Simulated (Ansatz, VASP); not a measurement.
# Two plane-wave programs on RbCdI3

File POSCAR:

```
RbCdI3
1.0
    5.7128786887      0.0000000000      0.0000000000
    0.0000000000      5.9509153007      0.0000000000
    0.0000000000      0.0000000000      5.9509153007
Rb Cd I
1 1 3
Direct
    0.0000000000      0.0000000000      0.0000000000
    0.5000000000      0.5000000000      0.5000000000
    0.5000000000      0.5000000000      0.0000000000
    0.5000000000      0.0000000000      0.5000000000
    0.0000000000      0.5000000000      0.5000000000
```

INCAR.step1

```
SYSTEM = RbCdI3
ALGO = Normal
EDIFF = 1E-4
ENCUT = 520
GGA = PE
ISMEAR = -1
LASPH = .True.
LCHARG = .False.
LREAL = .False.
LWAVE = .True.
NBANDS = 29
NELM = 80
PREC = Accurate
SIGMA = 0.02
```

The input INCAR.step2:

```
SYSTEM = RbCdI3
ALGO = Normal
EDIFF = 1E-7
ENCUT = 520
ISIF = 2
ISMEAR = -1
ISTART = 1
LASPH = .True.
LCHARG = .False.
LMIXTAU = .True.
LREAL = .False.
LWAVE = .False.
METAGGA = R2SCAN
NBANDS = 29
NELM = 80
PREC = Accurate
SIGMA = 0.02
```

File KPOINTS:

```
k-points
0
Gamma
  4 4 4
  0 0 0
```

Input for Ansatz:

```yaml
crystal:
  lattice:
    - [5.7128786887, 0.0, 0.0]
    - [0.0, 5.9509153007, 0.0]
    - [0.0, 0.0, 5.9509153007]
  atoms:
    - { symbol: Rb, position: [0.0, 0.0, 0.0] }
    - { symbol: Cd, position: [0.5, 0.5, 0.5] }
    - { symbol: I, position: [0.5, 0.5, 0.0] }
    - { symbol: I, position: [0.5, 0.0, 0.5] }
    - { symbol: I, position: [0.0, 0.5, 0.5] }
kpoints:
  mp_grid: { grid: [4, 4, 4] }
  band_path:
    path: [[0.0, 0.0, 0.0], [0.0, 0.5, 0.0], [0.5, 0.5, 0.0], [0.5, 0.5, 0.5]]
    npoints: 1
hamiltonian:
  xc: r2scan
scf:
  occupations: { method: fermi_dirac, width: 0.02 }
  n_extra_bands: 5
output:
  forces: true
  stress: true
  eigenvalues: true
```

Change from the starting cell: uniaxial_x strain -4.0%.

Alike in both runs: task single point; functional r2SCAN; k mesh 4 × 4 × 4; occupations fermi-dirac, width 0.02 eV; no spin polarisation.

|  | VASP | Ansatz |
| --- | --- | --- |
| version | VASP 6.6.1 | Ansatz 0.2.0 |
| potentials or method | VASP PAW PBE potentials, release 64 (Rb_sv, Cd, I) | plane waves, PAW |
| plane-wave cutoff (eV) | 520 | 500 |
| valence electrons in the cell | 42 | 80 |

```tsv
	VASP	Ansatz	Ansatz less VASP
pressure (GPa)	1.2	1.1	-0.08
traceless stress, the component that is largest in VASP (GPa)	0.88	0.87	-0.018
```

VASP's potentials were made for PBE, not for r2SCAN. The functional is the same, so the differences come from potentials, cutoffs and numerics. VASP's potentials hold 42 valence electrons a cell and Ansatz's 80, so a difference there can come from the potentials and not from the codes.

Spin-orbit coupling is off throughout.
